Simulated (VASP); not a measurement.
# WC (P1) in VASP: a series of runs

WC is run at these levels: PBE+D3(BJ); tasks: single point.

Program: VASP 6.6.1. These are calculated values, not measurements. Logs are shortened: lines on timing, memory, paths and dates and some standing lists are left out, and cuts for length are marked.

### Step 1. The cell of the first run

The typed cell holds 16 atoms: a = 5.940 Å, b = 5.054 Å, c = 5.620 Å, α = 90.42°, β = 90.29°, γ = 88.37°.

### Step 2. Single point, PBE+D3(BJ)

INCAR reads:

```
PREC     = Accurate       # precision mode
ENCUT    = 520            # plane-wave cutoff, eV
EDIFF    = 1E-6           # SCF threshold, eV
ISMEAR   = -1             # smearing method
SIGMA    = 0.17           # smearing width, eV
LREAL    = Auto         
LASPH    = True           # aspherical terms in the spheres
NELM     = 60             # most SCF steps
ALGO     = Normal         # electronic algorithm
ISIF     = 2              # what is computed and relaxed
LWAVE    = False          # write WAVECAR
LCHARG   = False          # write CHGCAR
GGA      = PE             # functional
IVDW     = 12             # dispersion correction
NBANDS   = 86             # bands
```

KPOINTS reads:

```
Automatic mesh
0
Gamma
  2 2 2
```

POSCAR reads:

```
WC
1.0
   -2.8976480000     -5.1858010000     -0.0146360000
    4.3401150000     -2.5892300000     -0.0182300000
   -0.0107110000      0.0227730000      5.6202510000
W C
8 8
Direct
    0.7328299711      0.5252796216     -0.0008715719
    0.7181599867      0.5281609027      0.4858749837
    0.4898197308      0.0373442583     -0.0043681701
    0.4892911975      0.0154043822      0.4633675770
    0.2594368392      0.5254844112     -0.0180994232
    0.2297284165      0.5228861843      0.4961334503
   -0.0148189520      0.0209341493     -0.0283146181
   -0.0432808653      0.0228662646      0.4812744828
    0.5000393267      0.6989744649      0.2419573218
    0.4745555056      0.6905850015      0.7304184384
    0.2090698163      0.1897187007      0.2511664546
    0.2567933539      0.2024908309      0.7409900083
    0.0118648407      0.7219847886      0.2069721506
   -0.0126950111      0.6902337248      0.7263015756
    0.7107634795      0.1644946440      0.2411816610
    0.7237770289      0.2182799165      0.7570609290
```

Potentials or basis: VASP PAW PBE potentials, release 64 (W_sv, C).

Command:

```sh
$ cat potpaw_PBE.64/W_sv/POTCAR potpaw_PBE.64/C/POTCAR > POTCAR
$ mpirun -np 1 vasp_std > vasp.out
```

OUTCAR:

```text
PREC = Accurate
   ENCUT = 520
   EDIFF = 1E-6
   ISMEAR = -1
   LREAL = Auto
   LASPH = True
   NELM = 60
   ISIF = 2
   GGA = PE
   IVDW = 12
 IVDW          = 12

 ion  position               nearest neighbor table
   1  0.733  0.525  0.999-  16 2.06   9 2.12  13 2.27  15 2.29  10 2.29  14 2.33   2 2.74   5 2.81
                             2 2.89   3 2.89   7 2.92   3 2.93   7 2.96   5 3.13
   2  0.718  0.528  0.486-   9 2.06  10 2.14  16 2.19  14 2.26  15 2.29  13 2.57   1 2.74   4 2.78
                             8 2.89   1 2.89   6 2.90   8 2.91   4 2.96   6 3.04
   3  0.490  0.037  0.996-  15 2.01  12 2.14  16 2.16   9 2.21  10 2.30  11 2.32   4 2.63   5 2.79
                             1 2.89   1 2.93   7 2.95   5 2.96   4 2.99   7 3.00
   4  0.489  0.015  0.463-  15 1.99   9 2.02  11 2.21  10 2.24  12 2.27  16 2.40   3 2.63   8 2.78
                             2 2.78   6 2.96   2 2.96   6 2.97   3 2.99   8 3.16
   5  0.259  0.525  0.982-  10 2.10  12 2.11  13 2.16   9 2.23  14 2.30  11 2.31   6 2.73   3 2.79
                             1 2.81   6 2.90   7 2.95   3 2.96   7 3.06   1 3.13
   6  0.230  0.523  0.496-  14 2.10  12 2.13  10 2.15  11 2.17  13 2.29   9 2.35   5 2.73   5 2.90
                             2 2.90   4 2.96   8 2.97   4 2.97   2 3.04   8 3.04
   7  0.985  0.021  0.972-  13 2.02  14 2.16  16 2.18  11 2.23  12 2.29  15 2.33   8 2.76   8 2.87
                             1 2.92   3 2.95   5 2.95   1 2.96   3 3.00   5 3.06
   8  0.957  0.023  0.481-  15 2.10  11 2.18  13 2.18  14 2.18  16 2.28  12 2.49   7 2.76   4 2.78
                             7 2.87   2 2.89   2 2.91   6 2.97   6 3.04   4 3.16
   9  0.500  0.699  0.242-   4 2.02   2 2.06   1 2.12   3 2.21   5 2.23   6 2.35
  10  0.475  0.691  0.730-   5 2.10   2 2.14   6 2.15   4 2.24   1 2.29   3 2.30
  11  0.209  0.190  0.251-   6 2.17   8 2.18   4 2.21   7 2.23   5 2.31   3 2.32
  12  0.257  0.202  0.741-   5 2.11   6 2.13   3 2.14   4 2.27   7 2.29   8 2.49
  13  0.012  0.722  0.207-   7 2.02   5 2.16   8 2.18   1 2.27   6 2.29   2 2.57
  14  0.987  0.690  0.726-   6 2.10   7 2.16   8 2.18   2 2.26   5 2.30   1 2.33
  15  0.711  0.164  0.241-   4 1.99   3 2.01   8 2.10   2 2.29   1 2.29   7 2.33
  16  0.724  0.218  0.757-   1 2.06   3 2.16   7 2.18   2 2.19   8 2.28   4 2.40

  LATTYP: Found a triclinic cell.
 ALAT       =     5.0538146522
 B/A-ratio  =     1.1754415642
 C/A-ratio  =     1.1120920988
 COS(alpha) =     0.0050713258
 COS(beta)  =     0.0073196995
 COS(gamma) =     0.0283582940

  Lattice vectors:

 A1 = (   4.3401150000,  -2.5892300000,  -0.0182300000)
 A2 = (  -2.8976480000,  -5.1858010000,  -0.0146360000)
 A3 = (   0.0107110000,  -0.0227730000,  -5.6202510000)

Analysis of symmetry for initial positions (statically):
=====================================================================
 Subroutine PRICEL returns:
 Original cell was already a primitive cell.

 Routine SETGRP: Setting up the symmetry group for a
 triclinic supercell.

 Subroutine GETGRP returns: Found  1 space group operations
 (whereof  1 operations were pure point group operations)
 out of a pool of  2 trial point group operations.

The static configuration has the point symmetry C_1 .

Analysis of symmetry for dynamics (positions and initial velocities):
=====================================================================
 Subroutine PRICEL returns:
 Original cell was already a primitive cell.

 Routine SETGRP: Setting up the symmetry group for a
 triclinic supercell.

 Subroutine GETGRP returns: Found  1 space group operations
 (whereof  1 operations were pure point group operations)
 out of a pool of  2 trial point group operations.

The dynamic configuration has the point symmetry C_1 .

 Subroutine INISYM returns: Found  1 space group operations
 (whereof  1 operations are pure point group operations),
 and found     1 'primitive' translations

----------------------------------------------------------------------------------------

                                     Primitive cell

  volume of cell :     168.6585

  direct lattice vectors                    reciprocal lattice vectors
    -2.897648000 -5.185801000 -0.014636000    -0.086279118 -0.144625615  0.000421587
     4.340115000 -2.589230000 -0.018230000     0.172805809 -0.096560002  0.000720588
    -0.010711000  0.022773000  5.620251000     0.000335834 -0.000689832  0.177931432

  length of vectors
     5.940463800  5.053814652  5.620307344     0.168406747  0.197955047  0.177933086

  position of ions in fractional coordinates (direct lattice)
     0.732829971  0.525279622  0.999128428
     0.718159987  0.528160903  0.485874984
     0.489819731  0.037344258  0.995631830
     0.489291198  0.015404382  0.463367577
     0.259436839  0.525484411  0.981900577
     0.229728417  0.522886184  0.496133450
[... 8 lines left out ...]
     0.710763480  0.164494644  0.241181661
     0.723777029  0.218279917  0.757060929

  ion indices of the primitive-cell ions
   primitive index   ion index
                 1           1
                 2           2
                 3           3
                 4           4
                 5           5
                 6           6
[... 8 lines left out ...]
                15          15
                16          16

----------------------------------------------------------------------------------------

 KPOINTS: Automatic mesh

Automatic generation of k-mesh.
 Grid dimensions read from file:
 generate k-points for:    2    2    2

 Generating k-lattice:

  Cartesian coordinates                     Fractional coordinates (reciprocal lattice)
    -0.043139559 -0.072312807  0.000210793     0.500000000 -0.000000000  0.000000000
     0.086402904 -0.048280001  0.000360294    -0.000000000  0.500000000  0.000000000
     0.000167917 -0.000344916  0.088965716     0.000000000  0.000000000  0.500000000

  Length of vectors
     0.084203373  0.098977524  0.088966543

  Shift w.r.t. Gamma in fractional coordinates (k-lattice)
     0.000000000  0.000000000  0.000000000

 Subroutine IBZKPT returns following result:
 ===========================================

 Found      8 irreducible k-points:

 Following reciprocal coordinates:
            Coordinates               Weight
  0.000000  0.000000  0.000000      1.000000
  0.500000 -0.000000  0.000000      1.000000
 -0.000000  0.500000  0.000000      1.000000
  0.500000  0.500000  0.000000      1.000000
 -0.000000  0.000000  0.500000      1.000000
  0.500000 -0.000000  0.500000      1.000000
 -0.000000  0.500000  0.500000      1.000000
  0.500000  0.500000  0.500000      1.000000
   k-points           NKPTS =      8   k-points in BZ     NKDIM =      8   number of bands    NBANDS=     86
   number of dos      NEDOS =    301   number of ions     NIONS =     16
   total plane-waves  NPLWV =  80640
   dimension x,y,z NGX =    48 NGY =   40 NGZ =   42
   dimension x,y,z NGXF=    96 NGYF=   80 NGZF=   84
   ions per type =               8   8
   NGX,Y,Z   is equivalent  to a cutoff of  13.43, 13.16, 12.42 a.u.
   NGXF,Y,Z  is equivalent  to a cutoff of  26.87, 26.32, 24.85 a.u.
 SYSTEM =  unknown system
   PREC   = accura    normal or accurate (medium, high low for compatibility)
   ISTART =      0    job   : 0-new  1-cont  2-samecut
   ICHARG =      2    charge: 1-file 2-atom 10-const
   ISPIN  =      1    spin polarized calculation?
   LNONCOLLINEAR =      F non collinear calculations
   LSORBIT =      F    spin-orbit coupling
   LASPH  =      T    aspherical Exc in radial PAW
   ENCUT  =  520.0 eV  38.22 Ry    6.18 a.u.  11.05  9.40 10.45*2*pi/ulx,y,z
   NELM   =     60;   NELMIN=  2; NELMDL= -5     # of ELM steps
   EDIFF  = 0.1E-05   stopping-criterion for ELM
   LREAL  =      T    real-space projection
   EDIFFG = 0.1E-04   stopping-criterion for IOM
   NSW    =      0    number of steps for IOM
   IBRION =     -1    ionic relax: 0-MD 1-quasi-New 2-CG
   NFREE  =      0    steps in history (QN), initial steepest desc. (CG)
   ISIF   =      2    stress and relaxation
   ISYM   =      2    0-nonsym 1-usesym 2-fastsym
   POTIM  = 0.5000    time-step for ionic-motion
   TEBEG  =    0.0;   TEEND  =   0.0 temperature during run
   PSTRESS=    0.0 pullay stress
   NELECT =     144.0000    total number of electrons
   NUPDOWN=      -1.0000    fix difference up-down
   EMIN   =  10.00;   EMAX   =-10.00  energy-range for DOS
   EFERMI =   0.00;   METHOD = LEGACY
   ISMEAR =    -1;   SIGMA  =   0.17  broadening in eV -4-tet -1-fermi 0-gaus
   EFERMI_NEDOS =   21; number of points for ismear=-14 and -15
   IALGO  =     38    algorithm
   IMIX   =      4    mixing-type and parameters
     AMIX     =   0.40;   BMIX     =  1.00
     AMIX_MAG =   1.60;   BMIX_MAG =  1.00
  volume/ion in A,a.u.               =      10.54        71.14
  Fermi-wavevector in a.u.,A,eV,Ry     =   1.553077  2.934889 32.817896  2.412047
  Thomas-Fermi vector in A             =   2.657360
   LORBIT       =      0    0 simple, 1 ext, 2 COOP (PROOUT), +10 PAW based schemes
   GGA     = PE    functional components
   LHFCALC =     F    Hartree Fock is set to
   AEXX    =    0.0000 exact exchange contribution
   IVDW    =    12    specifies the selected vdW correction
   LEPSILON=     F    determine dielectric tensor
   LRPA    =     F    only Hartree local field effects (RPA)
 non-spin polarized calculation
  energy-cutoff  :      520.00
  volume of cell :      168.66
 maximum number of plane-waves:      4574
 NGX is ok and might be reduce to    48
   NGX = 23   NGY = 19   NGZ = 21

 number of electron     144.0000004 magnetization

 Free energy of the ion-electron system (eV)
  ---------------------------------------------------
  ext. energy  EPLUGINS =         0.00000000
  ---------------------------------------------------
  free energy    TOTEN  =      -175.48390300 eV

  energy without entropy =     -175.10387436  energy(sigma->0) =     -175.29388868

 E-fermi :  11.3324     XC(G=0): -13.6834

 val. band max:       11.3140971568   @ k =   0.5000  -0.0000   0.5000
 cond. band min:      11.4250671734   @ k =   0.5000  -0.0000   0.0000
 fundamental gap:      0.1109700166
 Fermi energy:        11.3324131748

 k-point     1 :       0.0000    0.0000    0.0000
  band No.  band energies     occupation
      1     -63.1460      2.00000
      2     -63.1027      2.00000
      3     -63.0939      2.00000
      4     -63.0489      2.00000
      5     -63.0203      2.00000
      6     -63.0168      2.00000
[... 76 lines left out ...]
     83      14.8919      0.00000
     84      15.0205      0.00000

 k-point     2 :       0.5000   -0.0000    0.0000
  band No.  band energies     occupation
      1     -63.1423      2.00000
      2     -63.1054      2.00000
      3     -63.0896      2.00000
      4     -63.0529      2.00000
      5     -63.0232      2.00000
      6     -63.0135      2.00000
[... 511 lines left out ...]
     83      14.6210      0.00000
     84      14.7338      0.00000

 k-point     8 :       0.5000    0.5000    0.5000
  band No.  band energies     occupation
      1     -63.1276      2.00000
      2     -63.0987      2.00000
      3     -63.0956      2.00000
      4     -63.0378      2.00000
      5     -63.0270      2.00000
      6     -63.0158      2.00000
[... 76 lines left out ...]
     83      14.6147      0.00000
     84      14.6961      0.00000
 [bands above 84 left out]

------------------------ aborting loop because EDIFF is reached ----------------------------------------

 Edisp (eV)   -7.26915

 E8    (eV) :    -3.3319

  FORCE on cell =-STRESS in cart. coord.  units (eV):
  Direction    XX          YY          ZZ          XY          YZ          ZX
  --------------------------------------------------------------------------------------
  -------------------------------------------------------------------------------------
  Total       7.07482    -9.27474    14.62323    -1.89881    -1.90524     0.43592
  in kB      67.20749   -88.10572   138.91390   -18.03784   -18.09891     4.14106
  external pressure =       39.34 kB  Pullay stress =        0.00 kB

 VOLUME and BASIS-vectors are now :
 -----------------------------------------------------------------------------
  energy-cutoff  :      520.00
  volume of cell :      168.66
      direct lattice vectors                 reciprocal lattice vectors
    -2.897648000 -5.185801000 -0.014636000    -0.086279118 -0.144625615  0.000421587
     4.340115000 -2.589230000 -0.018230000     0.172805809 -0.096560002  0.000720588
    -0.010711000  0.022773000  5.620251000     0.000335834 -0.000689832  0.177931432

 POSITION                                       TOTAL-FORCE (eV/Angst)
 -----------------------------------------------------------------------------------
      0.14559     -5.13763      5.59505         0.354211     -1.785317     -1.977953
      0.20610     -5.08070      2.71060        -2.253016     -1.685623      1.203081
     -1.26791     -2.61413      5.58785        -0.687678      2.394055     -3.387346
     -1.35590     -2.56670      2.59680         3.072971      1.741358      6.439879
      1.51839     -2.68363      5.50515         2.175858      2.125531      1.518222
      1.59840     -2.53390      2.77550         0.267879     -0.448253     -2.903911
[... 8 lines left out ...]
     -1.34820     -4.10630      1.34210         1.154567     -4.193611     -0.800469
     -1.15800     -4.30130      4.24030        -2.133545      0.790150     -1.843965
 -----------------------------------------------------------------------------------
    total drift:                                0.005228      0.005573     -0.012768

  FREE ENERGIE OF THE ION-ELECTRON SYSTEM (eV)
  ---------------------------------------------------
  free  energy   TOTEN  =      -182.7530558506 eV

  energy  without entropy=     -182.3730272142  energy(sigma->0) =     -182.56304153
```

Wall time 3.5 min (1 thread of Intel Xeon 6975P-C (Granite Rapids), shared host); peak memory 0.31 GiB.

Results:

- Free energy: -182.7531 eV
- Pressure: 3.9 GPa
- Largest force: 7.345 eV/Å
- Band gap on the k mesh: zero (band 72 reaches 11.43 eV, above the bottom of band 73 at 11.31 eV)
- Dispersion energy per atom: -0.454 eV

Forces on the atoms (eV/Å):
```
W    0.354 -1.785 -1.978
W   -2.253 -1.686  1.203
W   -0.688  2.394 -3.387
W    3.073  1.741  6.440
W    2.176  2.126  1.518
W    0.268 -0.448 -2.904
W    1.607 -1.354  0.955
W   -1.128 -3.069  0.462
C   -0.244  2.694 -1.286
C   -0.156 -1.326  0.443
C   -0.643 -1.226 -1.066
C   -0.185  1.926 -0.638
C   -1.768  2.698  2.259
C    0.565  0.718  0.624
C    1.155 -4.194 -0.800
C   -2.134  0.790 -1.844
```

Stress tensor (GPa, compression positive):
```
 6.72 -1.80  0.41
-1.80 -8.81 -1.81
 0.41 -1.81 13.89
```

Caveat: the k points lie up to 0.62 Å⁻¹ apart; spin-orbit coupling is left out, which moves the levels of the heavy elements; pairwise dispersion overbinds metals, which lowers pressure and volume; forces of over 1 eV/Å act on the atoms, so gaps and moduli don't describe the material at rest.

### Step 3. Single point, PBE+D3(BJ)

This run uses another cell than the first one, of 10.62 Å³/atom, 1.007 times its volume.

INCAR reads:

```
SYSTEM = WC
  PREC = Accurate
  ENCUT = 520
  EDIFF = 1E-6
  ISMEAR = -1
  SIGMA = 0.17
  LREAL = Auto
  LASPH = .TRUE.
  NELM = 60
  ALGO = Normal
  ISIF = 2
  LWAVE = .FALSE.
  LCHARG = .FALSE.
  GGA = PE
  IVDW = 12
  NBANDS = 86
```

KPOINTS reads:

```
regular mesh
0
G
  2 2 2
  0 0 0
```

POSCAR reads:

```
WC
1.0
   -2.8758280000     -5.0536640000      0.0825820000
    4.3875140000     -2.5694240000     -0.0285640000
   -0.0685690000     -0.0540130000      5.7488900000
W C
8 8
Direct
    0.7493706920      0.5318740086     -0.0329093236
    0.7523984372      0.5372310809      0.4935232542
    0.4974241603      0.0451050462     -0.0205239449
    0.4840398043      0.0077127909      0.4889200060
    0.2202114399      0.5209482513     -0.0076197553
    0.2414076155      0.5273462276      0.4782361802
   -0.0185531342      0.0307828370     -0.0172709104
    0.0193353089      0.0280637600      0.4772581950
    0.5212171224      0.6774193785      0.2122856160
    0.4991796596      0.6891288644      0.7322215284
    0.2432946052      0.1825609555      0.2350232682
    0.2716800805      0.2078781365      0.7330288015
   -0.0144476643      0.7301051957      0.2289046828
   -0.0102976910      0.7024996981      0.7502172776
    0.7374425620      0.1691237513      0.2344333200
    0.7452979871      0.2060278314      0.7117090048
```

Potentials or basis: VASP PAW PBE potentials, release 64 (W_sv, C).

Command:

```sh
$ cat potpaw_PBE.64/W_sv/POTCAR potpaw_PBE.64/C/POTCAR > POTCAR
$ mpirun -np 1 vasp_std > vasp.out
```

It took 3.5 min on 1 thread of Intel Xeon 6975P-C (Granite Rapids), shared host; peak memory 0.32 GiB.

The run converged. Its results:

```yaml
Free_energy: -183.3610 eV
Pressure: -2.4 GPa
Largest_force: 4.629 eV/Å
Band_gap_on_the_k_mesh: zero (band 72 reaches 11.43 eV, above the bottom of band 73 at 11.10 eV)
Dispersion_energy_per_atom: -0.451 eV
```

Forces on the atoms (eV/Å):
```
W   -0.169  1.754  2.658
W   -0.780  1.048 -3.159
W   -2.146  1.280  0.409
W    0.228 -3.524 -1.793
W   -0.761 -3.966 -1.268
W   -0.583 -1.089  0.766
W   -0.327 -2.077 -0.740
W    2.600  3.328  1.895
C    2.309  1.811  2.019
C    0.988  0.667  0.110
C    0.627 -1.017 -0.939
C    0.981  2.208  0.130
C   -2.964  1.229  0.500
C   -0.337 -1.040 -2.249
C    1.483 -1.033  0.454
C   -1.149  0.421  1.207
```

Stress tensor (GPa, compression positive):
```
 2.94  3.67  6.96
 3.67 -2.04  6.19
 6.96  6.19 -8.24
```

Levels at points of the mesh, in eV from the Fermi level:
| k point | band 69 | band 70 | band 71 | band 72 | band 73 | band 74 | band 75 | band 76 |
| --- | --- | --- | --- | --- | --- | --- | --- | --- |
| (0.00, 0.00, 0.00) | -0.87 | -0.67 | -0.51 | -0.43 | -0.09 | 0.61 | 0.85 | 1.57 |
| (0.50, 0.00, 0.00) | -1.23 | -0.97 | -0.46 | 0.03 | 0.19 | 0.38 | 0.52 | 1.08 |
| (0.00, 0.50, 0.00) | -1.01 | -0.82 | -0.29 | -0.05 | 0.96 | 1.09 | 1.58 | 1.76 |
| (0.50, 0.50, 0.00) | -1.77 | -1.71 | -1.40 | -1.27 | 1.24 | 1.29 | 1.49 | 1.55 |
| (0.00, 0.00, 0.50) | -1.34 | -1.27 | -0.06 | 0.23 | 0.29 | 0.37 | 0.41 | 0.70 |
| (0.50, 0.00, 0.50) | -1.38 | -1.27 | -1.11 | -0.94 | 0.02 | 0.04 | 0.31 | 0.64 |
| (0.00, 0.50, 0.50) | -1.52 | -1.34 | -1.27 | -1.10 | 0.67 | 0.79 | 1.00 | 1.09 |
| (0.50, 0.50, 0.50) | -1.61 | -1.56 | -1.44 | -1.28 | 0.64 | 0.65 | 1.32 | 1.45 |

Caveat: the k points lie up to 0.62 Å⁻¹ apart; spin-orbit coupling is left out, which moves the levels of the heavy elements; pairwise dispersion overbinds metals, which lowers pressure and volume; forces of over 1 eV/Å act on the atoms, so gaps and moduli don't describe the material at rest.
